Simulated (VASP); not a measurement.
A run of VASP 6.6.1 is set up as follows.

INCAR

```
ALGO = Normal ; EDIFF = 1E-6
ENCUT = 500 ; GGA = PS
GGA_COMPAT = F ; ISIF = 2
ISMEAR = -1 ; LASPH = T
LCHARG = F ; LREAL = F
LWAVE = F ; NBANDS = 11
NELM = 120 ; PREC = Accurate
SIGMA = 0.05
```

File KPOINTS:

```
k-points
0
Gamma
  10 10 10
```

POSCAR

```
AlAs
1.0
    0.0000000000      2.7921466621      2.7921466621
    2.7921466621      0.0000000000      2.7921466621
    2.7921466621      2.7921466621      0.0000000000
Al As
1 1
Direct
    0.0000000000      0.0000000000      0.0000000000
    0.7500000000      0.7500000000      0.7500000000
```

Potentials or basis: VASP PAW PBE potentials, release 64 (Al, As).

The run is started by

```sh
$ cat potpaw_PBE.64/Al/POTCAR potpaw_PBE.64/As/POTCAR > POTCAR
$ mpirun -np 1 vasp_std > vasp.out
```

(1) Estimate the pressure.

(2) Predict the band gap on the k mesh.

## Answers

(1) 4.2 GPa.

(2) 1.25 eV (least direct gap 2.30 eV).

Caveat: the cell stands under pressure; the PAW data sets were made with another functional, which shifts forces and pressure a little.
